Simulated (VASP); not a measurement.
Input of a VASP 6.6.1 run:

The input INCAR:

```
SYSTEM = AlN
PREC = Accurate ; ENCUT = 520
EDIFF = 1E-7 ; ISMEAR = 0
SIGMA = 0.05 ; LREAL = .False.
LASPH = .True. ; NELM = 100
ALGO = Normal ; ISIF = 2
LWAVE = .False. ; LCHARG = .False.
GGA = PE ; NBANDS = 11
```

KPOINTS

```
regular mesh
0
Gamma
  10 10 10
  0 0 0
```

File POSCAR:

```
AlN
1.0
    0.0000000000      1.9200101273      1.9200101273
    1.9200101273      0.0000000000      1.9200101273
    1.9200101273      1.9200101273      0.0000000000
Al N
1 1
Direct
    0.5000000000      0.5000000000      0.5000000000
    0.0000000000      0.0000000000      0.0000000000
```

Potentials or basis: VASP PAW PBE potentials, release 64 (Al, N).

Run with:

```bash
$ cat potpaw_PBE.64/Al/POTCAR potpaw_PBE.64/N/POTCAR > POTCAR
$ mpirun -np 1 vasp_std > vasp.out
```

Question: Predict the pressure.

Answer: 61.9 GPa.

Question: Predict the band gap on the k mesh.

Answer: 4.99 eV, indirect (least direct gap 8.09 eV).

A k mesh can miss the band edges. A hybrid or GW would open this gap; PBE tends to underestimate it.
